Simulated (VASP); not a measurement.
# W (Fm-3m) in VASP: notebook

Runs on W. Level: r2SCAN. Tasks: single point.

All numbers are computed with VASP 6.6.1; they aren't measurements. Logs are shortened: lines on timing, memory, paths and dates and some standing lists are left out, and cuts for length are marked.

### 1 The cell of the first run

The structure is cubic, space group Fm-3m (No. 225). The conventional cell has a = 4.039 Å, b = 4.039 Å, c = 4.039 Å, α = 90.00°, β = 90.00°, γ = 90.00°. Within 3.8 Å of W (site symmetry m-3m) lie 12 W at 2.86 Å.

This isn't the form of W at room conditions, which is bcc.

### 2 Single point, r2SCAN

POSCAR reads:

```
W
1.0
    0.0000000000      2.0195841716      2.0195841716
    2.0195841716      0.0000000000      2.0195841716
    2.0195841716      2.0195841716      0.0000000000
W
1
Direct
    0.0000000000      0.0000000000      0.0000000000
```

INCAR.step1 reads:

```
  ALGO = Normal
  EDIFF = 1E-5
  ENCUT = 550
  GGA = PE
  GGA_COMPAT = False
  ISMEAR = 1
  LASPH = True
  LCHARG = False
  LREAL = False
  LWAVE = True
  NBANDS = 13
  NELM = 120
  PREC = Accurate
  SIGMA = 0.1
```

INCAR.step2 reads:

```
  ALGO = Normal
  EDIFF = 1E-6
  ENCUT = 550
  GGA_COMPAT = False
  ISIF = 2
  ISMEAR = 1
  ISTART = 1
  LASPH = True
  LCHARG = True
  LELF = True
  LMIXTAU = True
  LREAL = False
  LVHAR = True
  LWAVE = False
  METAGGA = R2SCAN
  NBANDS = 13
  NELM = 120
  PREC = Accurate
  SIGMA = 0.1
```

KPOINTS reads:

```
k-points
0
Gamma
  9 9 9
```

Potentials or basis: VASP PAW PBE potentials, release 64 (W_sv).

On the command line:

```bash
cat potpaw_PBE.64/W_sv/POTCAR > POTCAR
cp INCAR.step1 INCAR
mpirun -np 1 vasp_std > vasp.out
cp INCAR.step2 INCAR
mpirun -np 1 vasp_std > vasp.out
```

OUTCAR:

```text
EDIFF = 1E-6
   ENCUT = 550
   ISIF = 2
   ISMEAR = 1
   ISTART = 1
   LASPH = True
   LREAL = False
   METAGGA = R2SCAN
   NELM = 120
   PREC = Accurate

 ion  position               nearest neighbor table
   1  0.000  0.000  0.000-

  LATTYP: Found a face centered cubic cell.
 ALAT       =     4.0391683432

  Lattice vectors:

 A1 = (   0.0000000000,   2.0195841716,   2.0195841716)
 A2 = (   2.0195841716,   0.0000000000,   2.0195841716)
 A3 = (   2.0195841716,   2.0195841716,   0.0000000000)

Analysis of symmetry for initial positions (statically):
=====================================================================
 Subroutine PRICEL returns:
 Original cell was already a primitive cell.

 Routine SETGRP: Setting up the symmetry group for a
 face centered cubic supercell.

 Subroutine GETGRP returns: Found 48 space group operations
 (whereof 48 operations were pure point group operations)
 out of a pool of 48 trial point group operations.

The static configuration has the point symmetry O_h .

Analysis of symmetry for dynamics (positions and initial velocities):
=====================================================================
 Subroutine PRICEL returns:
 Original cell was already a primitive cell.

 Routine SETGRP: Setting up the symmetry group for a
 face centered cubic supercell.

 Subroutine GETGRP returns: Found 48 space group operations
 (whereof 48 operations were pure point group operations)
 out of a pool of 48 trial point group operations.

The dynamic configuration has the point symmetry O_h .

 Subroutine INISYM returns: Found 48 space group operations
 (whereof 48 operations are pure point group operations),
 and found     1 'primitive' translations

----------------------------------------------------------------------------------------

                                     Primitive cell

  volume of cell :      16.4746

  direct lattice vectors                    reciprocal lattice vectors
     0.000000000  2.019584172  2.019584172    -0.247575717  0.247575717  0.247575717
     2.019584172  0.000000000  2.019584172     0.247575717 -0.247575717  0.247575717
     2.019584172  2.019584172  0.000000000     0.247575717  0.247575717 -0.247575717

  length of vectors
     2.856123326  2.856123326  2.856123326     0.428813721  0.428813721  0.428813721

  position of ions in fractional coordinates (direct lattice)
     0.000000000  0.000000000  0.000000000

[... 83 lines left out ...]
   POTIM  = 0.5000    time-step for ionic-motion
   TEBEG  =    0.0;   TEEND  =   0.0 temperature during run
   PSTRESS=    0.0 pullay stress
   NELECT =      14.0000    total number of electrons
   NUPDOWN=      -1.0000    fix difference up-down
   EMIN   =  10.00;   EMAX   =-10.00  energy-range for DOS
   EFERMI =   0.00;   METHOD = LEGACY
   ISMEAR =     1;   SIGMA  =   0.10  broadening in eV -4-tet -1-fermi 0-gaus
   EFERMI_NEDOS =   21; number of points for ismear=-14 and -15
   IALGO  =     38    algorithm
   IMIX   =      4    mixing-type and parameters
     AMIX     =   0.40;   BMIX     =  1.00
     AMIX_MAG =   1.60;   BMIX_MAG =  1.00
  volume/ion in A,a.u.               =      16.47       111.18
  Fermi-wavevector in a.u.,A,eV,Ry     =   1.550644  2.930293 32.715183  2.404498
  Thomas-Fermi vector in A             =   2.655278
   LORBIT       =      0    0 simple, 1 ext, 2 COOP (PROOUT), +10 PAW based schemes
   METAGGA = R2SCAN    functional components
   LHFCALC =     F    Hartree Fock is set to
   AEXX    =    0.0000 exact exchange contribution
   IVDW    =     0    specifies the selected vdW correction
   LEPSILON=     F    determine dielectric tensor
   LRPA    =     F    only Hartree local field effects (RPA)
 non-spin polarized calculation
 Methfessel and Paxton  Order N= 1 SIGMA  =   0.10
  energy-cutoff  :      550.00
  volume of cell :       16.47
 maximum number of plane-waves:       531
 NGX is ok and might be reduce to    24
   NGX = 11   NGY = 11   NGZ = 11

 number of electron      14.0000002 magnetization

 Free energy of the ion-electron system (eV)
  ---------------------------------------------------
  ext. energy  EPLUGINS =         0.00000000
  ---------------------------------------------------
  free energy    TOTEN  =       -50.79572241 eV

  energy without entropy =      -50.79741530  energy(sigma->0) =      -50.79628671

 E-fermi :  10.2744     XC(G=0): -14.7034

 val. band max:       10.2301988568   @ k =   0.2222   0.0000   0.0000
 cond. band min:      10.3424453578   @ k =  -0.1111   0.1111   0.0000
 fundamental gap:      0.1122465011
 Fermi energy:        10.2744385868

 k-point     1 :       0.0000    0.0000    0.0000
  band No.  band energies     occupation
      1     -65.3237      2.00000
      2     -28.2666      2.00000
      3     -28.2666      2.00000
      4     -28.2666      2.00000
      5       0.8256      2.00000
      6       9.7094      2.00000
      7       9.7094      2.00000
      8       9.7094      2.00000
      9      13.0785      0.00000
     10      13.0785      0.00000
     11      23.6443      0.00000
     12      29.2988      0.00000
     13      29.2988      0.00000
[... 354 lines left out ...]
  band No.  band energies     occupation
      1     -65.1714      2.00000
      2     -29.3671      2.00000
      3     -28.6876      2.00000
      4     -28.6876      2.00000
      5       4.6675      2.00000
      6       5.6199      2.00000
      7      12.7238      0.00000
      8      15.4849      0.00000
      9      15.7364      0.00000
     10      15.7364      0.00000
     11      23.2131      0.00000
     12      23.2131      0.00000
     13      24.7389      0.00000

 [... further k-points ...]

------------------------ aborting loop because EDIFF is reached ----------------------------------------

  FORCE on cell =-STRESS in cart. coord.  units (eV):
  Direction    XX          YY          ZZ          XY          YZ          ZX
  --------------------------------------------------------------------------------------
  -------------------------------------------------------------------------------------
  Total       -0.4374132     -0.4374132     -0.4374132     -0.0000000      0.0000000     -0.0000000
  in kB      -42.5389289    -42.5389289    -42.5389289     -0.0000000      0.0000000     -0.0000000
  external PRESSURE =     -42.5389289 kB  Pullay stress =       0.0000000 kB

 VOLUME and BASIS-vectors are now :
 -----------------------------------------------------------------------------
  energy-cutoff  :      550.00
  volume of cell :       16.47
      direct lattice vectors                 reciprocal lattice vectors
     0.000000000  2.019584172  2.019584172    -0.247575717  0.247575717  0.247575717
     2.019584172  0.000000000  2.019584172     0.247575717 -0.247575717  0.247575717
     2.019584172  2.019584172  0.000000000     0.247575717  0.247575717 -0.247575717

 POSITION                                       TOTAL-FORCE (eV/Angst)
 -----------------------------------------------------------------------------------
      0.00000      0.00000      0.00000        -0.000000      0.000000      0.000000
 -----------------------------------------------------------------------------------
    total drift:                                0.000000      0.000000     -0.000000

  FREE ENERGIE OF THE ION-ELECTRON SYSTEM (eV)
  ---------------------------------------------------
  free  energy   TOTEN  =       -50.7957224099 eV

  energy  without entropy=      -50.7974153006  energy(sigma->0) =      -50.79628671
```

OUTCAR.step1:

```text
EDIFF = 1E-5
   ENCUT = 550
   GGA = PE
   ISMEAR = 1
   LASPH = True
   LREAL = False
[... 599 lines left out ...]

 POSITION                                       TOTAL-FORCE (eV/Angst)
 -----------------------------------------------------------------------------------
      0.00000      0.00000      0.00000         0.000000      0.000000      0.000000
 -----------------------------------------------------------------------------------
    total drift:                                0.000000      0.000000     -0.000000

  FREE ENERGIE OF THE ION-ELECTRON SYSTEM (eV)
  ---------------------------------------------------
  free  energy   TOTEN  =       -12.4740814636 eV

  energy  without entropy=      -12.4735508760  energy(sigma->0) =      -12.47390460
```

It took 46 s on 1 thread of Intel Xeon 8259CL, shared host; peak memory 0.15 GiB.

Results:

| Item | Value |
| --- | --- |
| Free energy | -50.7957 eV |
| Pressure | -4.3 GPa |
| Band gap on the k mesh | zero (bands 7 and 8 overlap by 3.01 eV) |

Levels at points of the mesh, in eV from the Fermi level:
```csv
k point,band 4,band 5,band 6,band 7,band 8,band 9,band 10,band 11
"(0.00, 0.00, 0.00)",-38.54,-9.45,-0.57,-0.57,-0.57,2.80,2.80,13.37
```

Caveat: the cell stands under tension; the PAW data sets were made with another functional, which shifts forces and pressure a little; spin-orbit coupling is left out, which moves the levels of the heavy elements.

### 3 Single point, r2SCAN

This run uses another cell than the first one, of 15.99 Å³/atom.

POSCAR reads:

```
W
1.0
    0.0000000000      1.9994874735      1.9994874735
    1.9994874735      0.0000000000      1.9994874735
    1.9994874735      1.9994874735      0.0000000000
W
1
Direct
    0.0000000000      0.0000000000      0.0000000000
```

INCAR.step1 reads:

```
ALGO = Normal
EDIFF = 1E-5
ENCUT = 550
GGA = PE
GGA_COMPAT = False
ISMEAR = 1
LASPH = True
LCHARG = False
LREAL = False
LWAVE = True
NBANDS = 13
NELM = 120
PREC = Accurate
SIGMA = 0.1
```

INCAR.step2 reads:

```
ALGO = Normal
EDIFF = 1E-6
ENCUT = 550
GGA_COMPAT = False
ISIF = 2
ISMEAR = 1
ISTART = 1
LASPH = True
LCHARG = True
LELF = True
LMIXTAU = True
LREAL = False
LVHAR = True
LWAVE = False
METAGGA = R2SCAN
NBANDS = 13
NELM = 120
PREC = Accurate
SIGMA = 0.1
```

KPOINTS reads:

```
k-points
0
Gamma
  10 10 10
```

Potentials or basis: VASP PAW PBE potentials, release 64 (W_sv).

On the command line:

```bash
cat potpaw_PBE.64/W_sv/POTCAR > POTCAR
cp INCAR.step1 INCAR
mpirun -np 1 vasp_std > vasp.out
cp INCAR.step2 INCAR
mpirun -np 1 vasp_std > vasp.out
```

Run time: 61 s. Hardware: 1 thread of Intel Xeon 8259CL, shared host; peak memory 0.15 GiB.

It converged, with:

| Property | Result |
| --- | --- |
| Free energy | -50.7839 eV |
| Pressure | 5.8 GPa |
| Band gap on the k mesh | zero (bands 7 and 8 overlap by 3.79 eV) |

Levels at points of the mesh, in eV from the Fermi level:
```tsv
k point	band 4	band 5	band 6	band 7	band 8	band 9	band 10	band 11
(0.00, 0.00, 0.00)	-38.41	-9.56	-0.56	-0.56	-0.56	2.94	2.94	13.46
(0.50, 0.00, 0.00)	-38.58	-5.99	-0.73	-0.73	0.60	5.51	5.51	11.29
(0.50, 0.50, 0.00)	-38.89	-5.85	-4.90	3.23	5.56	6.23	6.23	12.61
```

Caveat: the cell stands under pressure; the PAW data sets were made with another functional, which shifts forces and pressure a little; spin-orbit coupling is left out, which moves the levels of the heavy elements.
